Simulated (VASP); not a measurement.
# Pt in VASP: notebook

The runs below take Pt through single point, with PBEsol.

Everything below comes from runs of VASP 6.6.1. Logs are shortened: lines on timing, memory, paths and dates and some standing lists are left out, and cuts for length are marked.

### Step 1. The cell of the first run

The structure is tetragonal, space group I4/mmm (No. 139). Conventional cell: a = 2.852 Å, b = 2.852 Å, c = 3.975 Å, α = 90.00°, β = 90.00°, γ = 90.00°. Within 3.7 Å of Pt (site symmetry 4/mmm) lie 12 Pt at 2.83 to 2.85 Å.

### Step 2. Single point, PBEsol (strain +0.030 along x and y, +0.015 along z)

INCAR reads:

```
ALGO     = Fast           # electronic algorithm
EDIFF    = 1E-6           # SCF threshold, eV
ENCUT    = 520            # plane-wave cutoff, eV
GGA      = PS             # functional
ISIF     = 2              # what is computed and relaxed
ISMEAR   = 0              # smearing method
LASPH    = T              # aspherical terms in the spheres
LCHARG   = T              # write CHGCAR
LELF     = T              # ELF
LREAL    = F              # projectors in reciprocal space
LVHAR    = T            
LWAVE    = F              # write WAVECAR
NBANDS   = 11             # bands
NELM     = 60             # most SCF steps
PREC     = Accurate       # precision mode
SIGMA    = 0.15           # smearing width, eV
```

KPOINTS reads:

```
k-points
0
Gamma
  20 20 20
```

POSCAR reads:

```
Pt
1.0
    0.0000000000      2.0166370000      1.9872685000
    2.0166370000      0.0000000000      1.9872685000
    2.0166370000      2.0166370000      0.0000000000
Pt
1
Direct
    0.0000000000      0.0000000000      0.0000000000
```

Potentials or basis: VASP PAW PBE potentials, release 64 (Pt).

Command:

```
$ cat potpaw_PBE.64/Pt/POTCAR > POTCAR
$ mpirun -np 1 vasp_std > vasp.out
```

OUTCAR:

```text
EDIFF = 1E-6
   ENCUT = 520
   GGA = PS
   ISIF = 2
   ISMEAR = 0
   LASPH = T
   LREAL = F
   NELM = 60
   PREC = Accurate

 ion  position               nearest neighbor table
   1  0.000  0.000  0.000-

  LATTYP: Found a body centered tetragonal cell.
 ALAT       =     2.8519553958
 C/A-ratio  =     1.3936182192

  Lattice vectors:

 A1 = (   0.0000000000,  -2.0166370000,  -1.9872685000)
 A2 = (   0.0000000000,   2.0166370000,  -1.9872685000)
 A3 = (   2.0166370000,   0.0000000000,   1.9872685000)

Analysis of symmetry for initial positions (statically):
=====================================================================
 Subroutine PRICEL returns:
 Original cell was already a primitive cell.

 Routine SETGRP: Setting up the symmetry group for a
 body centered tetragonal supercell.

 Subroutine GETGRP returns: Found 16 space group operations
 (whereof 16 operations were pure point group operations)
 out of a pool of 16 trial point group operations.

The static configuration has the point symmetry D_4h.

Analysis of symmetry for dynamics (positions and initial velocities):
=====================================================================
 Subroutine PRICEL returns:
 Original cell was already a primitive cell.

 Routine SETGRP: Setting up the symmetry group for a
 body centered tetragonal supercell.

 Subroutine GETGRP returns: Found 16 space group operations
 (whereof 16 operations were pure point group operations)
 out of a pool of 16 trial point group operations.

The dynamic configuration has the point symmetry D_4h.

 Subroutine INISYM returns: Found 16 space group operations
 (whereof 16 operations are pure point group operations),
 and found     1 'primitive' translations

----------------------------------------------------------------------------------------

                                     Primitive cell

  volume of cell :      16.1637

  direct lattice vectors                    reciprocal lattice vectors
     0.000000000  2.016637000  1.987268500    -0.247937532  0.247937532  0.251601633
     2.016637000  0.000000000  1.987268500     0.247937532 -0.247937532  0.251601633
     2.016637000  2.016637000  0.000000000     0.247937532  0.247937532 -0.251601633

  length of vectors
     2.831264891  2.831264891  2.851955396     0.431566242  0.431566242  0.431566242

  position of ions in fractional coordinates (direct lattice)
     0.000000000  0.000000000  0.000000000

  ion indices of the primitive-cell ions
   primitive index   ion index
                 1           1

----------------------------------------------------------------------------------------

 KPOINTS: k-points

Automatic generation of k-mesh.
 Grid dimensions read from file:
 generate k-points for:   20   20   20

 Generating k-lattice:

  Cartesian coordinates                     Fractional coordinates (reciprocal lattice)
    -0.012396877  0.012396877  0.012580082     0.050000000 -0.000000000  0.000000000
     0.012396877 -0.012396877  0.012580082    -0.000000000  0.050000000  0.000000000
     0.012396877  0.012396877 -0.012580082     0.000000000  0.000000000  0.050000000

  Length of vectors
     0.021578312  0.021578312  0.021578312

  Shift w.r.t. Gamma in fractional coordinates (k-lattice)
     0.000000000  0.000000000  0.000000000

 Subroutine IBZKPT returns following result:
 ===========================================

 Found    641 irreducible k-points:

 Following reciprocal coordinates:
            Coordinates               Weight
  0.000000  0.000000  0.000000      1.000000
  0.050000 -0.000000  0.000000      8.000000
  0.100000  0.000000  0.000000      8.000000
  0.150000 -0.000000  0.000000      8.000000
  0.200000  0.000000  0.000000      8.000000
  0.250000 -0.000000  0.000000      8.000000
[... 16 lines left out ...]
 -0.400000  0.050000  0.000000      8.000000
 -0.350000  0.050000  0.000000      8.000000
 [... further k-points ...]
   k-points           NKPTS =    641   k-points in BZ     NKDIM =    641   number of bands    NBANDS=     11
   number of dos      NEDOS =    301   number of ions     NIONS =      1
   total plane-waves  NPLWV =  13824
   dimension x,y,z NGX =    24 NGY =   24 NGZ =   24
   dimension x,y,z NGXF=    48 NGYF=   48 NGZF=   48
   ions per type =               1
   NGX,Y,Z   is equivalent  to a cutoff of  14.09, 14.09, 13.99 a.u.
   NGXF,Y,Z  is equivalent  to a cutoff of  28.18, 28.18, 27.98 a.u.
 SYSTEM =  unknown system
   PREC   = accura    normal or accurate (medium, high low for compatibility)
   ISTART =      0    job   : 0-new  1-cont  2-samecut
   ICHARG =      2    charge: 1-file 2-atom 10-const
   ISPIN  =      1    spin polarized calculation?
   LNONCOLLINEAR =      F non collinear calculations
   LSORBIT =      F    spin-orbit coupling
   LASPH  =      T    aspherical Exc in radial PAW
   ENCUT  =  520.0 eV  38.22 Ry    6.18 a.u.   5.26  5.26  5.30*2*pi/ulx,y,z
   NELM   =     60;   NELMIN=  2; NELMDL= -5     # of ELM steps
   EDIFF  = 0.1E-05   stopping-criterion for ELM
   LREAL  =      F    real-space projection
   EDIFFG = 0.1E-04   stopping-criterion for IOM
   NSW    =      0    number of steps for IOM
   IBRION =     -1    ionic relax: 0-MD 1-quasi-New 2-CG
   NFREE  =      0    steps in history (QN), initial steepest desc. (CG)
   ISIF   =      2    stress and relaxation
   ISYM   =      2    0-nonsym 1-usesym 2-fastsym
   POTIM  = 0.5000    time-step for ionic-motion
   TEBEG  =    0.0;   TEEND  =   0.0 temperature during run
   PSTRESS=    0.0 pullay stress
   NELECT =      10.0000    total number of electrons
   NUPDOWN=      -1.0000    fix difference up-down
   EMIN   =  10.00;   EMAX   =-10.00  energy-range for DOS
   EFERMI =   0.00;   METHOD = LEGACY
   ISMEAR =     0;   SIGMA  =   0.15  broadening in eV -4-tet -1-fermi 0-gaus
   EFERMI_NEDOS =   21; number of points for ismear=-14 and -15
   IALGO  =     68    algorithm
   IMIX   =      4    mixing-type and parameters
     AMIX     =   0.40;   BMIX     =  1.00
     AMIX_MAG =   1.60;   BMIX_MAG =  1.00
  volume/ion in A,a.u.               =      16.16       109.08
  Fermi-wavevector in a.u.,A,eV,Ry     =   1.394957  2.636087 26.475646  1.945905
  Thomas-Fermi vector in A             =   2.518456
   LORBIT       =      0    0 simple, 1 ext, 2 COOP (PROOUT), +10 PAW based schemes
   GGA     = PS    functional components
   LHFCALC =     F    Hartree Fock is set to
   AEXX    =    0.0000 exact exchange contribution
   IVDW    =     0    specifies the selected vdW correction
   LEPSILON=     F    determine dielectric tensor
   LRPA    =     F    only Hartree local field effects (RPA)
 non-spin polarized calculation
 RMM-DIIS sequential band-by-band and
 Gauss-broadening in eV      SIGMA  =   0.15
  energy-cutoff  :      520.00
  volume of cell :       16.16
 maximum number of plane-waves:       450
 NGX is ok and might be reduce to    24
   NGX = 11   NGY = 11   NGZ = 11

 number of electron      10.0000000 magnetization

 Free energy of the ion-electron system (eV)
  ---------------------------------------------------
  ext. energy  EPLUGINS =         0.00000000
  ---------------------------------------------------
  free energy    TOTEN  =        -6.90774187 eV

  energy without entropy =       -6.88559320  energy(sigma->0) =       -6.89666753

 E-fermi :   9.8118     XC(G=0): -13.2203

 val. band max:        9.8112263221   @ k =  -0.4500   0.2000   0.0500
 cond. band min:       9.8147775559   @ k =  -0.3000   0.2500   0.2000
 fundamental gap:      0.0035512338
 Fermi energy:         9.8118211443

 k-point     1 :       0.0000    0.0000    0.0000
  band No.  band energies     occupation
      1       0.2752      2.00000
      2       6.3610      2.00000
      3       6.3610      2.00000
      4       6.5176      2.00000
      5       8.2646      2.00000
      6       8.4441      2.00000
      7      24.6010      0.00000
      8      29.0537      0.00000
      9      29.0537      0.00000
     10      29.3895      0.00000
     11      34.2219      0.00000

 k-point     2 :       0.0500   -0.0000    0.0000
  band No.  band energies     occupation
      1       0.3696      2.00000
      2       6.3410      2.00000
      3       6.3978      2.00000
      4       6.5340      2.00000
      5       8.2466      2.00000
      6       8.4222      2.00000
      7      24.7408      0.00000
      8      28.5883      0.00000
      9      29.1906      0.00000
     10      29.4354      0.00000
     11      34.8042      0.00000

 k-point     3 :       0.1000    0.0000    0.0000
  band No.  band energies     occupation
      1       0.6466      2.00000
      2       6.2534      2.00000
      3       6.4963      2.00000
      4       6.6138      2.00000
      5       8.2070      2.00000
      6       8.3699      2.00000
      7      25.1246      0.00000
      8      27.3913      0.00000
      9      29.5897      0.00000
     10      29.8156      0.00000
     11      35.5020      0.00000

 k-point     4 :       0.1500   -0.0000    0.0000
  band No.  band energies     occupation
      1       1.0849      2.00000
      2       6.1267      2.00000
      3       6.6175      2.00000
      4       6.7341      2.00000
      5       8.1913      2.00000
      6       8.3294      2.00000
      7      25.5680      0.00000
      8      26.0243      0.00000
      9      30.2131      0.00000
     10      30.4339      0.00000
     11      34.2740      0.00000
[... 239 lines left out ...]
 k-point    22 :      -0.4500    0.0500    0.0000
  band No.  band energies     occupation
      1       3.2150      2.00000
      2       6.3570      2.00000
      3       6.3990      2.00000
      4       8.7222      2.00000
      5       9.7679      1.32124
      6      10.4748      0.00000
      7      15.3926      0.00000
      8      24.3017      0.00000
      9      28.0264      0.00000
     10      28.2702      0.00000
     11      36.7402      0.00000

 k-point    23 :      -0.4000    0.0500    0.0000
  band No.  band energies     occupation
      1       3.1989      2.00000
      2       6.4059      2.00000
      3       6.4624      2.00000
      4       8.1155      2.00000
      5       9.4994      1.99677
      6      10.0675      0.01594
      7      16.6695      0.00000
      8      24.5302      0.00000
      9      28.2403      0.00000
     10      28.9981      0.00000
     11      35.8308      0.00000

 k-point    24 :      -0.3500    0.0500    0.0000
  band No.  band energies     occupation
      1       3.1224      2.00000
      2       6.4963      2.00000
      3       6.5632      2.00000
      4       7.2481      2.00000
      5       9.1263      2.00000
      6       9.6745      1.80456
      7      18.3940      0.00000
      8      24.9412      0.00000
      9      28.7658      0.00000
     10      30.0946      0.00000
     11      34.5323      0.00000

 [... further k-points ...]
[... 5 lines left out ...]
  --------------------------------------------------------------------------------------
  -------------------------------------------------------------------------------------
  Total       -1.7862182     -1.7862182     -1.6834157      0.0000000      0.0000000      0.0000000
  in kB     -177.0529210   -177.0529210   -166.8629583      0.0000000      0.0000000      0.0000000
  external PRESSURE =    -173.6562667 kB  Pullay stress =       0.0000000 kB

 VOLUME and BASIS-vectors are now :
 -----------------------------------------------------------------------------
  energy-cutoff  :      520.00
  volume of cell :       16.16
      direct lattice vectors                 reciprocal lattice vectors
     0.000000000  2.016637000  1.987268500    -0.247937532  0.247937532  0.251601633
     2.016637000  0.000000000  1.987268500     0.247937532 -0.247937532  0.251601633
     2.016637000  2.016637000  0.000000000     0.247937532  0.247937532 -0.251601633

 POSITION                                       TOTAL-FORCE (eV/Angst)
 -----------------------------------------------------------------------------------
      0.00000      0.00000      0.00000         0.000000      0.000000      0.000000
 -----------------------------------------------------------------------------------
    total drift:                               -0.000000      0.000000     -0.000000

  FREE ENERGIE OF THE ION-ELECTRON SYSTEM (eV)
  ---------------------------------------------------
  free  energy   TOTEN  =        -6.9077418692 eV

  energy  without entropy=       -6.8855931977  energy(sigma->0) =       -6.89666753
```

It took 34 s on 1 thread of Intel Xeon 6975P-C (Granite Rapids), shared host; peak memory 0.24 GiB.

Results:

| Property | Result |
| --- | --- |
| Free energy | -6.9077 eV |
| Pressure | -17.4 GPa |
| Band gap on the k mesh | zero (band 5 reaches 10.29 eV, above the bottom of band 6 at 8.32 eV) |

Levels at points of the mesh, in eV from the Fermi level:
| k point | band 2 | band 3 | band 4 | band 5 | band 6 | band 7 | band 8 | band 9 |
| --- | --- | --- | --- | --- | --- | --- | --- | --- |
| (0.00, 0.00, 0.00) | -3.45 | -3.45 | -3.29 | -1.55 | -1.37 | 14.79 | 19.24 | 19.24 |
| (0.50, 0.00, 0.00) | -3.52 | -3.37 | -0.27 | -0.01 | 0.07 | 5.29 | 14.31 | 18.30 |
| (0.50, 0.50, 0.00) | -5.95 | 0.00 | 0.43 | 0.43 | 2.02 | 8.34 | 10.93 | 10.93 |
| (0.50, 0.00, 0.50) | -5.95 | 0.01 | 0.36 | 0.48 | 1.76 | 7.98 | 11.16 | 11.23 |

Caveat: the cell differs from its parent crystal (strain +0.030 along x and y, +0.015 along z); the PAW data sets were made with another functional, which shifts forces and pressure a little; spin-orbit coupling is left out, which moves the levels of the heavy elements.

### Step 3. Single point, PBEsol (strain -0.030 along x and y, -0.030 along z)

INCAR reads:

```
PREC = Accurate
ENCUT = 520
EDIFF = 1E-7
ISMEAR = 0
SIGMA = 0.15
LREAL = False
LASPH = True
NELM = 60
ALGO = Normal
ISIF = 2
LWAVE = False
LCHARG = True
GGA = PS
LELF = True
LVHAR = True
NBANDS = 11
```

KPOINTS reads:

```
Automatic mesh
0
Gamma
  20 20 20
```

POSCAR reads:

```
Pt
1.0
    0.0000000000      1.8991630000      1.8991630000
    1.8991630000      0.0000000000      1.8991630000
    1.8991630000      1.8991630000      0.0000000000
Pt
1
Direct
    0.0000000000      0.0000000000      0.0000000000
```

Potentials or basis: VASP PAW PBE potentials, release 64 (Pt).

Command:

```
$ cat potpaw_PBE.64/Pt/POTCAR > POTCAR
$ mpirun -np 1 vasp_std > vasp.out
```

It took 19 s on 1 thread of Intel Xeon Platinum 8375C at 2.90GHz (Ice Lake), shared host; peak memory 0.16 GiB.

The run converged. Its results:

```
Free energy            : -6.8460 eV
Pressure               : 34.0 GPa
Band gap on the k mesh : zero (band 5 reaches 13.67 eV, above the bottom of band 6 at 11.01 eV)
```

Levels at points of the mesh, in eV from the Fermi level:
```csv
k point,band 2,band 3,band 4,band 5,band 6,band 7,band 8,band 9
"(0.00, 0.00, 0.00)",-4.46,-4.46,-4.46,-1.91,-1.91,14.27,19.79,19.79
"(0.50, 0.00, 0.00)",-4.54,-4.54,-0.97,0.06,0.06,6.58,13.86,19.56
"(0.50, 0.50, 0.00)",-7.75,0.03,0.59,0.59,1.51,9.93,11.62,11.62
```

Caveat: the cell differs from its parent crystal (strain -0.030 along x and y, -0.030 along z); the PAW data sets were made with another functional, which shifts forces and pressure a little; spin-orbit coupling is left out, which moves the levels of the heavy elements.

(Continued in part 2 of 2.)
